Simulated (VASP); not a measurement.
Write the native input for VASP 6.6.1 that does the following.

```
Task                   : single point
Functional             : PBEsol
Potentials or basis    : VASP PAW PBE potentials, release 64 (Hf_pv, N)
Cutoff                 : 520 eV
k mesh                 : 14 × 14 × 14
Occupations            : fermi-dirac, width 0.08 eV
Spin                   : non-collinear spin, zero start, spin-orbit coupling
Starting moments       : [[0.0, 0.0, 0.0], [0.0, 0.0, 0.0]] μB
Dipole correction      : no
Further INCAR settings : ALGO = Normal; EDIFF = 1e-06; NBANDS = 27
```

The structure of HfN lies in POSCAR:

```
HfN
1.0
    0.0000000000      2.2510434732      2.2510434732
    2.2510434732      0.0000000000      2.2510434732
    2.2510434732      2.2510434732      0.0000000000
Hf N
1 1
Direct
    0.0000000000      0.0000000000      0.0000000000
    0.5000000000      0.5000000000      0.5000000000
```

One way to write it, as run:

INCAR

```
SYSTEM = HfN
ALGO = Normal
EDIFF = 1E-6
ENCUT = 520
GGA = PS
GGA_COMPAT = .FALSE.
ISIF = 2
ISMEAR = -1
LASPH = .TRUE.
LCHARG = .FALSE.
LMAXMIX = 4
LORBIT = 11
LORBMOM = .TRUE.
LREAL = .FALSE.
LSORBIT = .TRUE.
LWAVE = .FALSE.
MAGMOM = 0 0 0 0 0 0
NBANDS = 27
NELM = 150
PREC = Accurate
SIGMA = 0.08
```

KPOINTS

```
k-points
0
G
  14 14 14
  0 0 0
```

Potentials or basis: VASP PAW PBE potentials, release 64 (Hf_pv, N).

Command:

```console
$ cat potpaw_PBE.64/Hf_pv/POTCAR potpaw_PBE.64/N/POTCAR > POTCAR
$ mpirun -np 1 vasp_ncl > vasp.out
```

Results of the run:

```yaml
Pressure: -2.0 GPa
Net_moment: 0.00 μB per cell
Valence_electrons_inside_the_program's_atomic_spheres: Hf 8.74; N 3.73
```

Caveat: the PAW data sets were made with another functional, which shifts forces and pressure a little.

It took 44 s on 1 thread of Intel(R) Xeon(R) 6975P-C (Granite Rapids) (shared host), peak memory 0.26 GiB.
